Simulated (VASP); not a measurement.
# BP (I-4m2) in VASP: a series of runs, part 2 of 2

VASP 6.6.1.

### Step 4. Single point, r2SCAN (strain +0.030 along x and y, +0.000 along z)

Input file POSCAR:

```
BP
1.0
    0.0000000000      2.3363148189      2.2682668145
    2.3363148189      0.0000000000      2.2682668145
    2.3363148189      2.3363148189      0.0000000000
B P
1 1
Direct
    0.0000000000      0.0000000000      0.0000000000
    0.7500000000      0.7500000000      0.7500000000
```

Input file INCAR.step1:

```
PREC = Accurate
ENCUT = 520
ISMEAR = 0
SIGMA = 0.05
LREAL = F
LASPH = T
NELM = 100
NBANDS = 11
GGA = PE
ALGO = Normal
EDIFF = 1E-4
LWAVE = T
LCHARG = F
```

Input file INCAR.step2:

```
PREC = Accurate
ENCUT = 520
EDIFF = 1E-7
ISMEAR = 0
SIGMA = 0.05
LREAL = F
LASPH = T
NELM = 100
ALGO = Normal
ISIF = 2
LWAVE = F
LCHARG = F
METAGGA = R2SCAN
LMIXTAU = T
NBANDS = 11
ISTART = 1
```

Input file KPOINTS:

```
regular mesh
0
Gamma
  10 10 10
```

Potentials or basis: VASP PAW PBE potentials, release 64 (B, P).

Run with:

```
cat potpaw_PBE.64/B/POTCAR potpaw_PBE.64/P/POTCAR > POTCAR
cp INCAR.step1 INCAR
mpirun -np 1 vasp_std > vasp.out
cp INCAR.step2 INCAR
mpirun -np 1 vasp_std > vasp.out
```

OUTCAR:

```text
PREC = Accurate
   ENCUT = 520
   EDIFF = 1E-7
   ISMEAR = 0
   LREAL = F
   LASPH = T
   NELM = 100
   ISIF = 2
   METAGGA = R2SCAN
   ISTART = 1

 ion  position               nearest neighbor table
   1  0.000  0.000  0.000-   2 2.00   2 2.00   2 2.00   2 2.00
   2  0.750  0.750  0.750-   1 2.00   1 2.00   1 2.00   1 2.00

  LATTYP: Found a body centered tetragonal cell.
 ALAT       =     3.3040481029
 C/A-ratio  =     1.3730228761

  Lattice vectors:

 A1 = (   0.0000000000,  -2.3363148189,  -2.2682668145)
 A2 = (   0.0000000000,   2.3363148189,  -2.2682668145)
 A3 = (   2.3363148189,   0.0000000000,   2.2682668145)

Analysis of symmetry for initial positions (statically):
=====================================================================
 Subroutine PRICEL returns:
 Original cell was already a primitive cell.

 Routine SETGRP: Setting up the symmetry group for a
 body centered tetragonal supercell.

 Subroutine GETGRP returns: Found  8 space group operations
 (whereof  8 operations were pure point group operations)
 out of a pool of 16 trial point group operations.

The static configuration has the point symmetry D_2d.
[... 171 lines left out ...]
      2       6.6143      2.00000
      3       6.6144      2.00000
      4       6.9036      2.00000
      5      10.1516      0.00000
      6      10.3375      0.00000
      7      10.3375      0.00000
      8      13.7906      0.00000
      9      18.6905      0.00000
     10      18.8154      0.00000
     11      19.5610      0.00000
[... 309 lines left out ...]
 k-point    24 :       0.4000    0.3000    0.0000
  band No.  band energies     occupation
      1      -5.9803      2.00000
      2       0.4600      2.00000
      3       2.6038      2.00000
      4       3.0045      2.00000
      5       8.5365      0.00000
      6      10.4974      0.00000
      7      16.4483      0.00000
      8      16.4619      0.00000
      9      21.2512      0.00000
     10      22.2830      0.00000
     11      24.2107      0.00000

 [... further k-points ...]

------------------------ aborting loop because EDIFF is reached ----------------------------------------

  FORCE on cell =-STRESS in cart. coord.  units (eV):
  Direction    XX          YY          ZZ          XY          YZ          ZX
  --------------------------------------------------------------------------------------
  -------------------------------------------------------------------------------------
  Total       -1.8544687     -1.8544687     -0.6526502      0.0000000      0.0000000      0.0000000
  in kB     -119.9894960   -119.9894960    -42.2283575      0.0000000      0.0000000      0.0000000
  external PRESSURE =     -94.0691165 kB  Pullay stress =       0.0000000 kB

 VOLUME and BASIS-vectors are now :
 -----------------------------------------------------------------------------
  energy-cutoff  :      520.00
  volume of cell :       24.76
      direct lattice vectors                 reciprocal lattice vectors
     0.000000000  2.336314819  2.268266815    -0.214012254  0.214012254  0.220432621
     2.336314819  0.000000000  2.268266815     0.214012254 -0.214012254  0.220432621
     2.336314819  2.336314819  0.000000000     0.214012254  0.214012254 -0.220432621

 POSITION                                       TOTAL-FORCE (eV/Angst)
 -----------------------------------------------------------------------------------
      0.00000      0.00000      0.00000         0.000000      0.000000      0.000000
      3.50447      3.50447      3.40240        -0.000000     -0.000000     -0.000000
 -----------------------------------------------------------------------------------
    total drift:                                0.000012      0.000012      0.000065

  FREE ENERGIE OF THE ION-ELECTRON SYSTEM (eV)
  ---------------------------------------------------
  free  energy   TOTEN  =       -17.2543960141 eV

  energy  without entropy=      -17.2543960141  energy(sigma->0) =      -17.25439601
```

OSZICAR.step1:

```text
N       E                     dE             d eps       ncg     rms          rms(c)
DAV:   1     0.975371266927E+01    0.97537E+01   -0.39653E+03  2244   0.655E+02
DAV:   2    -0.127835062868E+02   -0.22537E+02   -0.21417E+02  3094   0.107E+02
DAV:   3    -0.134742347859E+02   -0.69073E+00   -0.68864E+00  2835   0.165E+01
DAV:   4    -0.134771824624E+02   -0.29477E-02   -0.29474E-02  2630   0.125E+00
DAV:   5    -0.134771991372E+02   -0.16675E-04   -0.16675E-04  2721   0.926E-02    0.662E+00
DAV:   6    -0.129689258285E+02    0.50827E+00   -0.12299E+00  2535   0.462E+00    0.358E+00
DAV:   7    -0.128950011629E+02    0.73925E-01   -0.18037E-01  2790   0.212E+00    0.126E+00
DAV:   8    -0.128878650691E+02    0.71361E-02   -0.24278E-02  2629   0.873E-01    0.172E-01
DAV:   9    -0.128881973664E+02   -0.33230E-03   -0.72643E-04  2623   0.176E-01    0.102E-01
DAV:  10    -0.128883957128E+02   -0.19835E-03   -0.25056E-04  2525   0.989E-02    0.266E-02
DAV:  11    -0.128884063175E+02   -0.10605E-04   -0.10570E-05  1305   0.221E-02
   1 F= -.12888406E+02 E0= -.12888406E+02  d E =-.790686E-15
```

Run time: 74 s. Hardware: 1 thread of Intel Xeon Platinum 8259CL at 2.50GHz (Skylake/Cascade Lake), shared host; peak memory 0.16 GiB.

Results:

```yaml
Free_energy: -17.2544 eV
Pressure: -9.4 GPa
Band_gap_on_the_k_mesh: 1.07 eV, indirect (least direct gap 3.25 eV)
```

Caveat: the cell differs from its parent crystal (strain +0.030 along x and y, +0.000 along z); the PAW data sets were made with another functional, which shifts forces and pressure a little. A k mesh can miss the band edges.

### Step 5. Single point, r2SCAN (strain +0.015 along x and y, +0.030 along z)

Input file POSCAR:

```
BP
1.0
    0.0000000000      2.3022908167      2.3363148189
    2.3022908167      0.0000000000      2.3363148189
    2.3022908167      2.3022908167      0.0000000000
B P
1 1
Direct
    0.0000000000      0.0000000000      0.0000000000
    0.7500000000      0.7500000000      0.7500000000
```

Input file INCAR.step1:

```
SYSTEM = BP
  PREC = Accurate
  ENCUT = 520
  ISMEAR = 0
  SIGMA = 0.05
  LREAL = .False.
  LASPH = .True.
  NELM = 100
  NBANDS = 11
  GGA = PE
  ALGO = Normal
  EDIFF = 1E-4
  LWAVE = .True.
  LCHARG = .False.
```

Input file INCAR.step2:

```
SYSTEM = BP
  PREC = Accurate
  ENCUT = 520
  EDIFF = 1E-6
  ISMEAR = 0
  SIGMA = 0.05
  LREAL = .False.
  LASPH = .True.
  NELM = 100
  ALGO = Normal
  ISIF = 2
  LWAVE = .False.
  LCHARG = .False.
  METAGGA = R2SCAN
  LMIXTAU = .True.
  NBANDS = 11
  ISTART = 1
```

Input file KPOINTS:

```
Automatic mesh
0
Gamma
  10 10 10
  0 0 0
```

Run with:

```
cat potpaw_PBE.64/B/POTCAR potpaw_PBE.64/P/POTCAR > POTCAR
cp INCAR.step1 INCAR
mpirun -np 1 vasp_std > vasp.out
cp INCAR.step2 INCAR
mpirun -np 1 vasp_std > vasp.out
```

Wall time 46 s (1 thread of Intel Xeon Platinum 8259CL at 2.50GHz (Skylake/Cascade Lake), shared host); peak memory 0.15 GiB.

It converged, with:

```yaml
Free_energy: -17.2630 eV
Pressure: -9.4 GPa
Band_gap_on_the_k_mesh: 1.41 eV, indirect (least direct gap 3.48 eV)
```

Stress tensor (GPa, compression positive):
```
 -8.08   0.00   0.00
  0.00  -8.08   0.00
  0.00   0.00 -12.16
```

Levels at points of the mesh, in eV from the valence-band top:
| k point | band 2 | band 3 | band 4 | band 5 | band 6 | band 7 |
| --- | --- | --- | --- | --- | --- | --- |
| (0.00, 0.00, 0.00) | -0.15 | 0.00 | 0.00 | 3.48 | 3.48 | 3.57 |
| (0.50, 0.00, 0.00) | -9.13 | -1.93 | -1.74 | 3.70 | 4.90 | 5.01 |
| (0.50, 0.50, 0.00) | -8.95 | -4.07 | -4.07 | 1.71 | 2.05 | 12.44 |
| (0.50, 0.00, 0.50) | -8.82 | -4.24 | -4.21 | 1.54 | 1.84 | 12.29 |

Caveat: the cell differs from its parent crystal (strain +0.015 along x and y, +0.030 along z); the PAW data sets were made with another functional, which shifts forces and pressure a little.

### Step 6. Single point, r2SCAN (strain +0.030 along x and y, +0.015 along z)

Input file POSCAR:

```
BP
1.0
    0.0000000000      2.3363148189      2.3022908167
    2.3363148189      0.0000000000      2.3022908167
    2.3363148189      2.3363148189      0.0000000000
B P
1 1
Direct
    0.0000000000      0.0000000000      0.0000000000
    0.7500000000      0.7500000000      0.7500000000
```

Input file INCAR.step1:

```
PREC     = Accurate       # precision mode
ENCUT    = 520            # plane-wave cutoff, eV
ISMEAR   = 0              # smearing method
SIGMA    = 0.05           # smearing width, eV
LREAL    = F              # projectors in reciprocal space
LASPH    = T              # aspherical terms in the spheres
NELM     = 60             # most SCF steps
NBANDS   = 11             # bands
GGA      = PE             # functional
ALGO     = Normal         # electronic algorithm
EDIFF    = 1E-4           # SCF threshold, eV
LWAVE    = T              # write WAVECAR
LCHARG   = F              # write CHGCAR
```

Input file INCAR.step2:

```
PREC     = Accurate       # precision mode
ENCUT    = 520            # plane-wave cutoff, eV
EDIFF    = 1E-6           # SCF threshold, eV
ISMEAR   = 0              # smearing method
SIGMA    = 0.05           # smearing width, eV
LREAL    = F              # projectors in reciprocal space
LASPH    = T              # aspherical terms in the spheres
NELM     = 60             # most SCF steps
ALGO     = Normal         # electronic algorithm
ISIF     = 2              # what is computed and relaxed
LWAVE    = F              # write WAVECAR
LCHARG   = F              # write CHGCAR
METAGGA  = R2SCAN         # meta-GGA
LMIXTAU  = T            
NBANDS   = 11             # bands
ISTART   = 1
```

Input file KPOINTS:

```
regular mesh
0
Gamma
  10 10 10
```

Potentials or basis: VASP PAW PBE potentials, release 64 (B, P).

Run with:

```
cat potpaw_PBE.64/B/POTCAR potpaw_PBE.64/P/POTCAR > POTCAR
cp INCAR.step1 INCAR
mpirun -np 1 vasp_std > vasp.out
cp INCAR.step2 INCAR
mpirun -np 1 vasp_std > vasp.out
```

Run time: 60 s. Hardware: 1 thread of Intel Xeon Platinum 8259CL at 2.50GHz (Skylake/Cascade Lake), shared host; peak memory 0.16 GiB.

The run converged. Its results:

```yaml
Free_energy: -17.2396 eV
Pressure: -11.3 GPa
Band_gap_on_the_k_mesh: 1.32 eV, indirect (least direct gap 3.38 eV)
```

Stress tensor (GPa, compression positive):
```
-12.63   0.00   0.00
  0.00 -12.63   0.00
  0.00   0.00  -8.75
```

Levels at points of the mesh, in eV from the valence-band top:
| k point | band 2 | band 3 | band 4 | band 5 | band 6 | band 7 |
| --- | --- | --- | --- | --- | --- | --- |
| (0.00, 0.00, 0.00) | -0.14 | -0.14 | 0.00 | 3.38 | 3.48 | 3.48 |
| (0.50, 0.00, 0.00) | -9.07 | -1.96 | -1.77 | 3.57 | 4.82 | 4.98 |
| (0.50, 0.50, 0.00) | -8.75 | -4.27 | -4.27 | 1.47 | 1.74 | 12.25 |
| (0.50, 0.00, 0.50) | -8.88 | -4.13 | -4.10 | 1.64 | 1.95 | 12.11 |

Caveat: the cell differs from its parent crystal (strain +0.030 along x and y, +0.015 along z); the PAW data sets were made with another functional, which shifts forces and pressure a little. A k mesh can miss the band edges.

### Step 7. Overview

| cell | gap on the mesh (eV) | pressure (GPa) |
| --- | --- | --- |
| a = 3.256, b = 3.256, c = 3.208 Å, angles 60.5, 60.5, 59.0°, 2 atoms | 1.25 | -5.2 |
| a = 3.232, b = 3.232, c = 3.256 Å, angles 59.8, 59.8, 60.5°, 2 atoms | 1.25 | -5.2 |
| a = 3.256, b = 3.256, c = 3.304 Å, angles 59.5, 59.5, 61.0°, 2 atoms | 1.07 | -9.4 |
| a = 3.280, b = 3.280, c = 3.256 Å, angles 60.2, 60.2, 59.5°, 2 atoms | 1.41 | -9.4 |
| a = 3.280, b = 3.280, c = 3.304 Å, angles 59.8, 59.8, 60.5°, 2 atoms | 1.32 | -11.3 |

Alike in all rows: task single point; level r2SCAN; potentials or basis VASP PAW PBE potentials, release 64 (B, P); no spin polarisation; k mesh 10 × 10 × 10; cutoff (eV) 520; smearing gaussian 0.05 eV.

Caveats: the PAW data sets were made with another functional, which shifts forces and pressure a little.

Absolute energies hang on the potentials; compare differences alone.
